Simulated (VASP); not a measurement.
# Cu (Fm-3m) in VASP: further runs

Runs on Cu. Level: PBEsol. Tasks: single point, relaxation of cell and atoms.

All numbers are computed with VASP 6.6.1; they aren't measurements. Logs are shortened: lines on timing, memory, paths and dates and some standing lists are left out, and cuts for length are marked.

**1. The cell of the first run**

It takes space group Fm-3m (No. 225, cubic). Conventional cell: a = 3.517 Å, b = 3.517 Å, c = 3.517 Å, α = 90.00°, β = 90.00°, γ = 90.00°. Within 3.3 Å of Cu (site symmetry m-3m) lie 12 Cu at 2.49 Å.

**2. Single point, PBEsol**

INCAR reads:

```
PREC = Accurate
ENCUT = 520
EDIFF = 1E-6
ISMEAR = -1
SIGMA = 0.1
LREAL = False
LASPH = True
NELM = 80
ALGO = Normal
ISIF = 2
LWAVE = False
LCHARG = False
GGA = PS
NBANDS = 12
```

KPOINTS reads:

```
regular mesh
0
Gamma
  20 20 20
```

POSCAR reads:

```
Cu
1.0
    0.0000000000      1.7587043495      1.7587043495
    1.7587043495      0.0000000000      1.7587043495
    1.7587043495      1.7587043495      0.0000000000
Cu
1
Direct
    0.0000000000      0.0000000000      0.0000000000
```

Potentials or basis: VASP PAW PBE potentials, release 64 (Cu).

The run is started by

```
cat potpaw_PBE.64/Cu/POTCAR > POTCAR
mpirun -np 1 vasp_std > vasp.out
```

OUTCAR:

```text
PREC = Accurate
   ENCUT = 520
   EDIFF = 1E-6
   ISMEAR = -1
   LREAL = False
   LASPH = True
   NELM = 80
   ISIF = 2
   GGA = PS

 ion  position               nearest neighbor table
   1  0.000  0.000  0.000-

  LATTYP: Found a face centered cubic cell.
 ALAT       =     3.5174086990

  Lattice vectors:

 A1 = (   0.0000000000,   1.7587043495,   1.7587043495)
 A2 = (   1.7587043495,   0.0000000000,   1.7587043495)
 A3 = (   1.7587043495,   1.7587043495,   0.0000000000)

Analysis of symmetry for initial positions (statically):
=====================================================================
 Subroutine PRICEL returns:
 Original cell was already a primitive cell.

 Routine SETGRP: Setting up the symmetry group for a
 face centered cubic supercell.

 Subroutine GETGRP returns: Found 48 space group operations
 (whereof 48 operations were pure point group operations)
 out of a pool of 48 trial point group operations.

The static configuration has the point symmetry O_h .

Analysis of symmetry for dynamics (positions and initial velocities):
=====================================================================
 Subroutine PRICEL returns:
 Original cell was already a primitive cell.

 Routine SETGRP: Setting up the symmetry group for a
 face centered cubic supercell.

 Subroutine GETGRP returns: Found 48 space group operations
 (whereof 48 operations were pure point group operations)
 out of a pool of 48 trial point group operations.

The dynamic configuration has the point symmetry O_h .

 Subroutine INISYM returns: Found 48 space group operations
 (whereof 48 operations are pure point group operations),
 and found     1 'primitive' translations

----------------------------------------------------------------------------------------

                                     Primitive cell

  volume of cell :      10.8795

  direct lattice vectors                    reciprocal lattice vectors
     0.000000000  1.758704350  1.758704350    -0.284300201  0.284300201  0.284300201
     1.758704350  0.000000000  1.758704350     0.284300201 -0.284300201  0.284300201
     1.758704350  1.758704350  0.000000000     0.284300201  0.284300201 -0.284300201

  length of vectors
     2.487183543  2.487183543  2.487183543     0.492422393  0.492422393  0.492422393

  position of ions in fractional coordinates (direct lattice)
     0.000000000  0.000000000  0.000000000

  ion indices of the primitive-cell ions
   primitive index   ion index
                 1           1

----------------------------------------------------------------------------------------

 KPOINTS: regular mesh

Automatic generation of k-mesh.
 Grid dimensions read from file:
 generate k-points for:   20   20   20

 Generating k-lattice:

  Cartesian coordinates                     Fractional coordinates (reciprocal lattice)
    -0.014215010  0.014215010  0.014215010     0.050000000  0.000000000  0.000000000
     0.014215010 -0.014215010  0.014215010     0.000000000  0.050000000  0.000000000
     0.014215010  0.014215010 -0.014215010     0.000000000  0.000000000  0.050000000

  Length of vectors
     0.024621120  0.024621120  0.024621120

  Shift w.r.t. Gamma in fractional coordinates (k-lattice)
     0.000000000  0.000000000  0.000000000

 Subroutine IBZKPT returns following result:
 ===========================================

 Found    256 irreducible k-points:

 Following reciprocal coordinates:
            Coordinates               Weight
  0.000000  0.000000  0.000000      1.000000
  0.050000  0.000000  0.000000      8.000000
  0.100000  0.000000  0.000000      8.000000
  0.150000  0.000000  0.000000      8.000000
  0.200000  0.000000  0.000000      8.000000
  0.250000  0.000000  0.000000      8.000000
[... 16 lines left out ...]
 -0.400000  0.050000  0.000000     24.000000
 -0.350000  0.050000  0.000000     24.000000
 [... further k-points ...]
   k-points           NKPTS =    256   k-points in BZ     NKDIM =    256   number of bands    NBANDS=     12
   number of dos      NEDOS =    301   number of ions     NIONS =      1
   total plane-waves  NPLWV =   5832
   dimension x,y,z NGX =    18 NGY =   18 NGZ =   18
   dimension x,y,z NGXF=    36 NGYF=   36 NGZF=   36
   ions per type =               1
   NGX,Y,Z   is equivalent  to a cutoff of  12.03, 12.03, 12.03 a.u.
   NGXF,Y,Z  is equivalent  to a cutoff of  24.06, 24.06, 24.06 a.u.
 SYSTEM =  unknown system
   PREC   = accura    normal or accurate (medium, high low for compatibility)
   ISTART =      0    job   : 0-new  1-cont  2-samecut
   ICHARG =      2    charge: 1-file 2-atom 10-const
   ISPIN  =      1    spin polarized calculation?
   LNONCOLLINEAR =      F non collinear calculations
   LSORBIT =      F    spin-orbit coupling
   LASPH  =      T    aspherical Exc in radial PAW
   ENCUT  =  520.0 eV  38.22 Ry    6.18 a.u.   4.62  4.62  4.62*2*pi/ulx,y,z
   NELM   =     80;   NELMIN=  2; NELMDL= -5     # of ELM steps
   EDIFF  = 0.1E-05   stopping-criterion for ELM
   LREAL  =      F    real-space projection
   EDIFFG = 0.1E-04   stopping-criterion for IOM
   NSW    =      0    number of steps for IOM
   IBRION =     -1    ionic relax: 0-MD 1-quasi-New 2-CG
   NFREE  =      0    steps in history (QN), initial steepest desc. (CG)
   ISIF   =      2    stress and relaxation
   ISYM   =      2    0-nonsym 1-usesym 2-fastsym
   POTIM  = 0.5000    time-step for ionic-motion
   TEBEG  =    0.0;   TEEND  =   0.0 temperature during run
   PSTRESS=    0.0 pullay stress
   NELECT =      11.0000    total number of electrons
   NUPDOWN=      -1.0000    fix difference up-down
   EMIN   =  10.00;   EMAX   =-10.00  energy-range for DOS
   EFERMI =   0.00;   METHOD = LEGACY
   ISMEAR =    -1;   SIGMA  =   0.10  broadening in eV -4-tet -1-fermi 0-gaus
   EFERMI_NEDOS =   21; number of points for ismear=-14 and -15
   IALGO  =     38    algorithm
   IMIX   =      4    mixing-type and parameters
     AMIX     =   0.40;   BMIX     =  1.00
     AMIX_MAG =   1.60;   BMIX_MAG =  1.00
  volume/ion in A,a.u.               =      10.88        73.42
  Fermi-wavevector in a.u.,A,eV,Ry     =   1.643121  3.105049 36.733645  2.699847
  Thomas-Fermi vector in A             =   2.733309
   LORBIT       =      0    0 simple, 1 ext, 2 COOP (PROOUT), +10 PAW based schemes
   GGA     = PS    functional components
   LHFCALC =     F    Hartree Fock is set to
   AEXX    =    0.0000 exact exchange contribution
   IVDW    =     0    specifies the selected vdW correction
   LEPSILON=     F    determine dielectric tensor
   LRPA    =     F    only Hartree local field effects (RPA)
 non-spin polarized calculation
  energy-cutoff  :      520.00
  volume of cell :       10.88
 maximum number of plane-waves:       305
   NGX =  9   NGY =  9   NGZ =  9

 number of electron      10.9999994 magnetization

 Free energy of the ion-electron system (eV)
  ---------------------------------------------------
  ext. energy  EPLUGINS =         0.00000000
  ---------------------------------------------------
  free energy    TOTEN  =        -4.30205813 eV

  energy without entropy =       -4.29292608  energy(sigma->0) =       -4.29749211

 E-fermi :   8.4583     XC(G=0): -13.3945

 val. band max:        8.4474843008   @ k =   0.5000   0.2500   0.1000
 cond. band min:       8.4743049469   @ k =   0.4500   0.3500   0.0000
 fundamental gap:      0.0268206461
 Fermi energy:         8.4582981082

 k-point     1 :       0.0000    0.0000    0.0000
  band No.  band energies     occupation
      1      -1.5752      2.00000
      2       5.1669      2.00000
      3       5.1669      2.00000
      4       5.1669      2.00000
      5       6.1115      2.00000
      6       6.1115      2.00000
      7      31.6959      0.00000
      8      34.9582      0.00000
      9      34.9582      0.00000
     10      34.9582      0.00000
     11      37.5298      0.00000
     12      37.5298      0.00000

 k-point     2 :       0.0500    0.0000    0.0000
  band No.  band energies     occupation
      1      -1.4784      2.00000
      2       5.1442      2.00000
      3       5.1866      2.00000
      4       5.1866      2.00000
      5       6.1034      2.00000
      6       6.1034      2.00000
      7      31.2762      0.00000
      8      33.6015      0.00000
      9      34.6489      0.00000
     10      34.6489      0.00000
     11      37.9670      0.00000
     12      37.9670      0.00000

 k-point     3 :       0.1000    0.0000    0.0000
  band No.  band energies     occupation
      1      -1.1909      2.00000
      2       5.0813      2.00000
      3       5.2396      2.00000
      4       5.2396      2.00000
      5       6.0848      2.00000
      6       6.0848      2.00000
      7      29.4165      0.00000
      8      32.6903      0.00000
      9      34.0483      0.00000
     10      34.0484      0.00000
     11      38.9078      0.00000
     12      38.9078      0.00000
[... 286 lines left out ...]
 k-point    23 :      -0.4000    0.0500    0.0000
  band No.  band energies     occupation
      1       2.7700      2.00000
      2       5.1386      2.00000
      3       5.1924      2.00000
      4       5.9065      2.00000
      5       6.6128      2.00000
      6       7.0787      2.00000
      7      14.3122      0.00000
      8      29.1727      0.00000
      9      31.1769      0.00000
     10      32.1760      0.00000
     11      35.0233      0.00000
     12      36.4794      0.00000

 k-point    24 :      -0.3500    0.0500    0.0000
  band No.  band energies     occupation
      1       2.4144      2.00000
      2       5.1964      2.00000
      3       5.2427      2.00000
      4       5.3398      2.00000
      5       6.4653      2.00000
      6       6.7749      2.00000
      7      16.2177      0.00000
      8      29.1538      0.00000
      9      31.5477      0.00000
     10      32.9604      0.00000
     11      35.0857      0.00000
     12      36.9626      0.00000

 [... further k-points ...]
[... 5 lines left out ...]
  --------------------------------------------------------------------------------------
  -------------------------------------------------------------------------------------
  Total        0.5449171      0.5449171      0.5449171     -0.0000000      0.0000000      0.0000000
  in kB       80.2476796     80.2476796     80.2476796     -0.0000000      0.0000000      0.0000000
  external PRESSURE =      80.2476796 kB  Pullay stress =       0.0000000 kB

 VOLUME and BASIS-vectors are now :
 -----------------------------------------------------------------------------
  energy-cutoff  :      520.00
  volume of cell :       10.88
      direct lattice vectors                 reciprocal lattice vectors
     0.000000000  1.758704350  1.758704350    -0.284300201  0.284300201  0.284300201
     1.758704350  0.000000000  1.758704350     0.284300201 -0.284300201  0.284300201
     1.758704350  1.758704350  0.000000000     0.284300201  0.284300201 -0.284300201

 POSITION                                       TOTAL-FORCE (eV/Angst)
 -----------------------------------------------------------------------------------
      0.00000      0.00000      0.00000         0.000000      0.000000      0.000000
 -----------------------------------------------------------------------------------
    total drift:                                0.000000      0.000000      0.000000

  FREE ENERGIE OF THE ION-ELECTRON SYSTEM (eV)
  ---------------------------------------------------
  free  energy   TOTEN  =        -4.3020581295 eV

  energy  without entropy=       -4.2929260832  energy(sigma->0) =       -4.29749211
```

It took 15 s on 1 thread of Intel Xeon Platinum 8488C (Sapphire Rapids), shared host; peak memory 0.14 GiB.

Results:

```yaml
Free_energy: -4.3021 eV
Pressure: 8.0 GPa
Band_gap_on_the_k_mesh: zero (an odd number of electrons rules out a gap without spin polarisation)
```

Caveat: the cell stands under pressure; the PAW data sets were made with another functional, which shifts forces and pressure a little.

**3. Relaxation of cell and atoms, PBEsol, target pressure 7.3 GPa, at which the enthalpy is minimised**

INCAR reads:

```
PREC     = Accurate       # precision mode
ENCUT    = 600            # plane-wave cutoff, eV
EDIFF    = 1E-7           # SCF threshold, eV
ISMEAR   = -1             # smearing method
SIGMA    = 0.1            # smearing width, eV
LREAL    = False          # projectors in reciprocal space
LASPH    = True           # aspherical terms in the spheres
NELM     = 100            # most SCF steps
ALGO     = Fast           # electronic algorithm
ISIF     = 3              # what is computed and relaxed
LWAVE    = False          # write WAVECAR
LCHARG   = False          # write CHGCAR
GGA      = PS             # functional
IBRION   = 2              # ionic algorithm
NSW      = 80             # ionic steps
EDIFFG   = -0.002         # ionic threshold
PSTRESS  = 73.0
```

KPOINTS reads:

```
Automatic mesh
0
Gamma
  20 20 20
```

POSCAR reads:

```
Cu
1.0
    0.0000000000      1.7585760396      1.7585760396
    1.7585760396      0.0000000000      1.7585760396
    1.7585760396      1.7585760396      0.0000000000
Cu
1
Direct
    0.0000000000      0.0000000000      0.0000000000
```

Potentials or basis: VASP PAW PBE potentials, release 64 (Cu).

The run is started by

```
cat potpaw_PBE.64/Cu/POTCAR > POTCAR
mpirun -np 1 vasp_std > vasp.out
```

Run time: 93 s. Hardware: 1 thread of Intel Xeon Platinum 8488C (Sapphire Rapids), shared host; peak memory 0.16 GiB.

Results (log left out):

| Quantity | Value |
| --- | --- |
| Free energy | -4.3044 eV |
| Relaxed volume | 10.93 Å³/atom |
| Relaxed cell | a = 2.491 Å, b = 2.491 Å, c = 2.491 Å, α = 60.00°, β = 60.00°, γ = 60.00° |
| Space group after relaxing (to 0.1 Å) | Fm-3m (No. 225) |
| Energy change on relaxing (the run minimises the enthalpy) | -2.3 meV/atom |
| Ionic steps | 20 |
| Pressure after relaxing | 7.3 GPa |
| Band gap on the k mesh | zero (an odd number of electrons rules out a gap without spin polarisation) |

Step by step:
```csv
step,energy change (eV),largest force (eV/Å),pressure (GPa),volume (Å³)
1,0.0000,0.0000,8.19,10.88
2,-0.0043,0.0000,6.23,10.97
3,-0.0022,0.0000,7.34,10.92
4,-0.0023,0.0000,7.27,10.92
5,-0.0022,0.0000,7.43,10.92
6,-0.0023,0.0000,7.25,10.93
7,-0.0023,0.0000,7.33,10.93
8,-0.0023,0.0000,6.97,10.93
9,-0.0023,0.0000,7.43,10.93
10,-0.0023,0.0000,6.94,10.93
11,-0.0023,0.0000,7.44,10.93
12,-0.0023,0.0000,7.19,10.93
13,-0.0023,0.0000,7.26,10.93
14,-0.0023,0.0000,7.25,10.93
15,-0.0023,0.0000,7.25,10.93
16,-0.0023,0.0000,7.24,10.93
17,-0.0023,0.0000,7.24,10.93
18,-0.0023,0.0000,7.36,10.93
19,-0.0023,0.0000,7.19,10.93
20,-0.0023,0.0000,7.28,10.93
```

Final structure:
```
Cu
1.0
     0.00000    1.76117    1.76117
     1.76117    0.00000    1.76117
     1.76117    1.76117    0.00000
Cu
1
Direct
  0.00000 0.00000 0.00000
```

Levels at points of the mesh, in eV from the Fermi level:
```tsv
k point	band 4	band 5	band 6	band 7	band 8	band 9
(0.00, 0.00, 0.00)	-3.28	-2.34	-2.34	23.20	26.43	26.43
(0.50, 0.00, 0.00)	-1.70	-1.70	-1.27	4.15	21.66	23.25
(0.50, 0.50, 0.00)	-1.54	-1.54	1.40	7.66	13.65	13.65
```

Caveat: the cell is relaxed towards a set pressure, so the run minimises the enthalpy, not the energy; the PAW data sets were made with another functional, which shifts forces and pressure a little. Zero-point motion and thermal expansion aren't in these numbers.

**4. Single point, PBEsol**

This run uses another cell than the first one, of 11.31 Å³/atom.

INCAR reads:

```
SYSTEM = Cu
PREC     = Accurate       ! precision mode
ENCUT    = 520            ! plane-wave cutoff, eV
EDIFF    = 1E-6           ! SCF threshold, eV
ISMEAR   = 0              ! smearing method
SIGMA    = 0.1            ! smearing width, eV
LREAL    = .FALSE.        ! projectors in reciprocal space
LASPH    = .TRUE.         ! aspherical terms in the spheres
NELM     = 100            ! most SCF steps
ALGO     = Fast           ! electronic algorithm
ISIF     = 2              ! what is computed and relaxed
LWAVE    = .FALSE.        ! write WAVECAR
LCHARG   = .FALSE.        ! write CHGCAR
GGA      = PS             ! functional
ISYM     = 0            
NBANDS   = 12             ! bands
```

KPOINTS reads:

```
regular mesh
0
G
  15 15 17
  0 0 0
```

POSCAR reads:

```
Cu
1.0
    2.5196845643      0.0000000000      0.0000000000
   -1.2598422821      2.1821108422      0.0000000000
    1.2598422821      0.7273702807      2.0573138317
Cu
1
Direct
    0.0000000000      0.0000000000      0.0000000000
```

The run is started by

```
cat potpaw_PBE.64/Cu/POTCAR > POTCAR
mpirun -np 1 vasp_std > vasp.out
```

It took 7.1 min on 1 thread of Intel Xeon 8259CL, shared host; peak memory 0.36 GiB.

The run converged, but its numbers aren't listed here, since they failed a check.

Caveat: the PAW data sets were made with another functional, which shifts forces and pressure a little.

The gap in the log of VASP goes by the Fermi energy; the results here count the filled bands.